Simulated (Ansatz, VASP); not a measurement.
## One calculation of ScSiS3, two programs

File INCAR:

```
SYSTEM = ScSiS3
PREC = Accurate ; ENCUT = 600
EDIFF = 1E-6 ; ISMEAR = 0
SIGMA = 0.1 ; LREAL = .False.
LASPH = .True. ; NELM = 60
ALGO = Normal ; ISIF = 3
LWAVE = .False. ; LCHARG = .False.
GGA = PE ; IBRION = 2
NSW = 90 ; EDIFFG = -0.04
```

The input KPOINTS:

```
Automatic mesh
0
Gamma
  4 4 4
  0 0 0
```

The input POSCAR:

```
ScSiS3
1.0
    4.6373485300      0.0000000000      0.0000000000
    0.0000000000      4.6373485300      0.0000000000
    0.0000000000      0.0000000000      4.6285429400
Sc Si S
1 1 3
Direct
    0.5000000000      0.5000000000      0.9971854100
    0.0000000000      0.0000000000      0.4854922900
    0.0000000000      0.5000000000      0.4852201000
    0.0000000000      0.0000000000      0.9854010900
    0.5000000000      0.0000000000      0.4852201000
```

Input for Ansatz:

```yaml
crystal:
  lattice:
    - [4.63734853, 0.0, 0.0]
    - [0.0, 4.63734853, 0.0]
    - [0.0, 0.0, 4.62854294]
  atoms:
    - { symbol: Sc, position: [0.5, 0.5, 0.99718541] }
    - { symbol: Si, position: [0.0, 0.0, 0.48549229] }
    - { symbol: S, position: [0.0, 0.5, 0.4852201] }
    - { symbol: S, position: [0.0, 0.0, 0.98540109] }
    - { symbol: S, position: [0.5, 0.0, 0.4852201] }
basis:
  ecutwfc: 420
kpoints:
  mp_grid: { grid: [4, 4, 4] }
hamiltonian:
  xc: pbe
scf:
  occupations: { method: gaussian, width: 0.1 }
  lower_state_search: "off"
output:
  forces: true
  stress: true
  eigenvalues: true
relax:
  adjacent_minimum: "off"
  f_tol: 0.04
  max_steps: 70
  cell: { stress_tol: 0.4 }
```

Change from the starting cell: species swapped into the RbSeBr3 type (P4mm, No. 99).

Alike in both runs: task relaxation of cell and atoms; functional PBE; k mesh 4 × 4 × 4; occupations gaussian, width 0.1 eV; no spin polarisation.

|  | VASP | Ansatz |
| --- | --- | --- |
| version | VASP 6.6.1 | Ansatz 0.2.0 |
| potentials or method | VASP PAW PBE potentials, release 64 (Sc_sv, Si, S), cutoff 600 eV | scalar-relativistic, plane waves, PAW |
| valence electrons in the cell | 33 | 33 |

Ansatz gave:

| Item | Value |
| --- | --- |
| gap on the k mesh at the Fermi level, each at its own relaxed structure (eV) | none |
| relaxed volume (Å³/atom) | 21.07 |
| relaxed length of the cell vector where the two differ most in proportion (Å) | 5.538 |

Problem. What did VASP give for the same quantities?

Solution. gap on the k mesh at the Fermi level, each at its own relaxed structure (eV): none; relaxed volume (Å³/atom): 21.10; relaxed length of the cell vector where the two differ most in proportion (Å): 5.552.

A gap of «none» marks a metal or a gap that the smearing closes.
